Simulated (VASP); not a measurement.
Here is a VASP 6.6.1 calculation.

Contents of INCAR:

```
  ALGO = Normal
  EDIFF = 1E-6
  ENCUT = 600
  GGA = PS
  GGA_COMPAT = False
  ISIF = 2
  ISMEAR = 0
  LASPH = True
  LCHARG = False
  LREAL = False
  LWAVE = False
  NBANDS = 15
  NELM = 120
  PREC = Accurate
  SIGMA = 0.02
```

KPOINTS

```
k-points
0
Gamma
  8 8 8
```

POSCAR

```
BaO
1.0
    0.0000000000      2.7344002323      2.7862384498
    2.7344002323      0.0000000000      2.7862384498
    2.7344002323      2.7344002323      0.0000000000
Ba O
1 1
Direct
    0.0000000000      0.0000000000      0.0000000000
    0.5000000000      0.5000000000      0.5000000000
```

Potentials or basis: VASP PAW PBE potentials, release 64 (Ba_sv, O).

Run with:

```bash
$ cat potpaw_PBE.64/Ba_sv/POTCAR potpaw_PBE.64/O/POTCAR > POTCAR
$ mpirun -np 1 vasp_std > vasp.out
```

Question: What does it give for the band gap on the k mesh?

Answer: 1.74 eV, direct.

Question: What does it give for the pressure?

Answer: 1.3 GPa.

Stress tensor (GPa, compression positive):
```
 1.94  0.00  0.00
 0.00  1.94  0.00
 0.00  0.00 -0.01
```

Caveat: the cell differs from its parent crystal (strained cell); the PAW data sets were made with another functional, which shifts forces and pressure a little; spin-orbit coupling is left out, which moves the levels of the heavy elements. A k mesh can miss the band edges.
